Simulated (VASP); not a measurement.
# NaCl (I4mm) in VASP: single point with PBEsol

Aim: the single point of NaCl with PBEsol.

All numbers are computed with VASP 6.6.1; they aren't measurements. Logs are shortened: lines on timing, memory, paths and dates and some standing lists are left out, and cuts for length are marked.

**1. The cell of the first run**

Symmetry: I4mm, No. 107, tetragonal system. The conventional cell has a = 4.005 Å, b = 4.005 Å, c = 5.663 Å, α = 90.00°, β = 90.00°, γ = 90.00°. Within 3.5 Å of Na (site symmetry 4mm) lie 6 Cl at 2.68 to 2.98 Å. Within 3.5 Å of Cl (site symmetry 4mm) lie 6 Na at 2.68 to 2.98 Å.

**2. Single point, PBEsol (one atom moved)**

INCAR

```
SYSTEM = NaCl
ALGO = Normal ; EDIFF = 1E-6
ENCUT = 520 ; GGA = PS
ISIF = 2 ; ISMEAR = 0
LASPH = .TRUE. ; LCHARG = .FALSE.
LREAL = .FALSE. ; LWAVE = .FALSE.
NBANDS = 14 ; NELM = 80
PREC = Accurate ; SIGMA = 0.02
```

KPOINTS

```
k-points
0
G
  8 8 8
  0 0 0
```

POSCAR

```
NaCl
1.0
    0.0000000000      2.8317500000      2.8317500000
    2.8317500000      0.0000000000      2.8317500000
    2.8317500000      2.8317500000      0.0000000000
Na Cl
1 1
Direct
    0.0264853889      0.0264853889     -0.0264853889
    0.5000000000      0.5000000000      0.5000000000
```

Potentials or basis: VASP PAW PBE potentials, release 64 (Na_pv, Cl).

Run with:

```sh
$ cat potpaw_PBE.64/Na_pv/POTCAR potpaw_PBE.64/Cl/POTCAR > POTCAR
$ mpirun -np 1 vasp_std > vasp.out
```

OUTCAR:

```text
SYSTEM = NaCl
   EDIFF = 1E-6
   ENCUT = 520
   GGA = PS
   ISIF = 2
   ISMEAR = 0
   LASPH = .TRUE.
   LREAL = .FALSE.
   NELM = 80
   PREC = Accurate

 ion  position               nearest neighbor table
   1  0.026  0.026  0.974-   2 2.68
   2  0.500  0.500  0.500-   1 2.68

  LATTYP: Found a face centered cubic cell.
 ALAT       =     5.6635000000

  Lattice vectors:

 A1 = (   0.0000000000,   2.8317500000,   2.8317500000)
 A2 = (   2.8317500000,   0.0000000000,   2.8317500000)
 A3 = (   2.8317500000,   2.8317500000,   0.0000000000)

Analysis of symmetry for initial positions (statically):
=====================================================================
 Subroutine PRICEL returns:
 Original cell was already a primitive cell.

 Routine SETGRP: Setting up the symmetry group for a
 face centered cubic supercell.

 Subroutine GETGRP returns: Found  8 space group operations
 (whereof  8 operations were pure point group operations)
 out of a pool of 48 trial point group operations.

The static configuration has the point symmetry C_4v.

Analysis of symmetry for dynamics (positions and initial velocities):
=====================================================================
 Subroutine PRICEL returns:
 Original cell was already a primitive cell.

 Routine SETGRP: Setting up the symmetry group for a
 face centered cubic supercell.

 Subroutine GETGRP returns: Found  8 space group operations
 (whereof  8 operations were pure point group operations)
 out of a pool of 48 trial point group operations.

The dynamic configuration has the point symmetry C_4v.

 Subroutine INISYM returns: Found  8 space group operations
 (whereof  8 operations are pure point group operations),
 and found     1 'primitive' translations

----------------------------------------------------------------------------------------

                                     Primitive cell

  volume of cell :      45.4145

  direct lattice vectors                    reciprocal lattice vectors
     0.000000000  2.831750000  2.831750000    -0.176569259  0.176569259  0.176569259
     2.831750000  0.000000000  2.831750000     0.176569259 -0.176569259  0.176569259
     2.831750000  2.831750000  0.000000000     0.176569259  0.176569259 -0.176569259

  length of vectors
     4.004699255  4.004699255  4.004699255     0.305826928  0.305826928  0.305826928

  position of ions in fractional coordinates (direct lattice)
     0.026485389  0.026485389  0.973514611
     0.500000000  0.500000000  0.500000000

  ion indices of the primitive-cell ions
   primitive index   ion index
[... 80 lines left out ...]
   ISIF   =      2    stress and relaxation
   ISYM   =      2    0-nonsym 1-usesym 2-fastsym
   POTIM  = 0.5000    time-step for ionic-motion
   TEBEG  =    0.0;   TEEND  =   0.0 temperature during run
   PSTRESS=    0.0 pullay stress
   NELECT =      14.0000    total number of electrons
   NUPDOWN=      -1.0000    fix difference up-down
   EMIN   =  10.00;   EMAX   =-10.00  energy-range for DOS
   EFERMI =   0.00;   METHOD = LEGACY
   ISMEAR =     0;   SIGMA  =   0.02  broadening in eV -4-tet -1-fermi 0-gaus
   EFERMI_NEDOS =   21; number of points for ismear=-14 and -15
   IALGO  =     38    algorithm
   IMIX   =      4    mixing-type and parameters
     AMIX     =   0.40;   BMIX     =  1.00
     AMIX_MAG =   1.60;   BMIX_MAG =  1.00
  volume/ion in A,a.u.               =      22.71       153.24
  Fermi-wavevector in a.u.,A,eV,Ry     =   1.105909  2.089864 16.640388  1.223034
  Thomas-Fermi vector in A             =   2.242402
   LORBIT       =      0    0 simple, 1 ext, 2 COOP (PROOUT), +10 PAW based schemes
   GGA     = PS    functional components
   LHFCALC =     F    Hartree Fock is set to
   AEXX    =    0.0000 exact exchange contribution
   IVDW    =     0    specifies the selected vdW correction
   LEPSILON=     F    determine dielectric tensor
   LRPA    =     F    only Hartree local field effects (RPA)
 non-spin polarized calculation
 Gauss-broadening in eV      SIGMA  =   0.02
  energy-cutoff  :      520.00
  volume of cell :       45.41
 maximum number of plane-waves:      1243
 NGX is ok and might be reduce to    30
   NGX = 15   NGY = 15   NGZ = 15

 number of electron      13.9999997 magnetization

 Free energy of the ion-electron system (eV)
  ---------------------------------------------------
  ext. energy  EPLUGINS =         0.00000000
  ---------------------------------------------------
  free energy    TOTEN  =        -6.98069004 eV

  energy without entropy =       -6.98069004  energy(sigma->0) =       -6.98069004

 E-fermi :  -0.6930     XC(G=0):  -8.2742

 val. band max:       -0.8592616690   @ k =   0.0000   0.0000   0.0000
 cond. band min:       4.0312310389   @ k =   0.0000   0.0000   0.0000
 fundamental gap:      4.8904927079
 Fermi energy:        -0.6929773869

 k-point     1 :       0.0000    0.0000    0.0000
  band No.  band energies     occupation
      1     -21.5255      2.00000
      2     -21.5238      2.00000
      3     -21.5238      2.00000
      4     -13.4743      2.00000
      5      -0.8671      2.00000
      6      -0.8593      2.00000
      7      -0.8593      2.00000
      8       4.0312      0.00000
      9      10.1371      0.00000
     10      10.1371      0.00000
     11      10.1426      0.00000
     12      12.3395      0.00000
     13      12.3789      0.00000
     14      13.6668      0.00000
[... 377 lines left out ...]
      1     -21.5464      2.00000
      2     -21.5328      2.00000
      3     -21.5290      2.00000
      4     -13.1180      2.00000
      5      -2.4346      2.00000
      6      -1.6256      2.00000
      7      -1.2927      2.00000
      8       7.1160      0.00000
      9       8.2361      0.00000
     10       9.1189      0.00000
     11      11.2198      0.00000
     12      12.9555      0.00000
     13      15.3073      0.00000
     14      16.0634      0.00000

 [... further k-points ...]
[... 5 lines left out ...]
  --------------------------------------------------------------------------------------
  -------------------------------------------------------------------------------------
  Total       -0.2302557     -0.2302557      0.0063835      0.0000000     -0.0000000      0.0000000
  in kB       -8.1231817     -8.1231817      0.2252041      0.0000000     -0.0000000      0.0000000
  external PRESSURE =      -5.3403864 kB  Pullay stress =       0.0000000 kB

 VOLUME and BASIS-vectors are now :
 -----------------------------------------------------------------------------
  energy-cutoff  :      520.00
  volume of cell :       45.41
      direct lattice vectors                 reciprocal lattice vectors
     0.000000000  2.831750000  2.831750000    -0.176569259  0.176569259  0.176569259
     2.831750000  0.000000000  2.831750000     0.176569259 -0.176569259  0.176569259
     2.831750000  2.831750000  0.000000000     0.176569259  0.176569259 -0.176569259

 POSITION                                       TOTAL-FORCE (eV/Angst)
 -----------------------------------------------------------------------------------
      2.83175      2.83175      0.15000         0.000000      0.000000     -0.203020
      2.83175      2.83175      2.83175         0.000000      0.000000      0.203020
 -----------------------------------------------------------------------------------
    total drift:                               -0.000001     -0.000001     -0.000319

  FREE ENERGIE OF THE ION-ELECTRON SYSTEM (eV)
  ---------------------------------------------------
  free  energy   TOTEN  =        -6.9806900409 eV

  energy  without entropy=       -6.9806900409  energy(sigma->0) =       -6.98069004
```

Wall time 15 s (1 thread of Intel Xeon 6975P-C (Granite Rapids), shared host); peak memory 0.17 GiB.

What came out:

```yaml
Free_energy: -6.9807 eV
Pressure: -0.5 GPa
Largest_force: 0.203 eV/Å
Band_gap_on_the_k_mesh: 4.89 eV, direct
```

Forces on the atoms (eV/Å):
```
Na   0.000  0.000 -0.203
Cl   0.000  0.000  0.203
```

Caveat: the cell differs from its parent crystal (one atom moved); the PAW data sets were made with another functional, which shifts forces and pressure a little. A k mesh can miss the band edges.
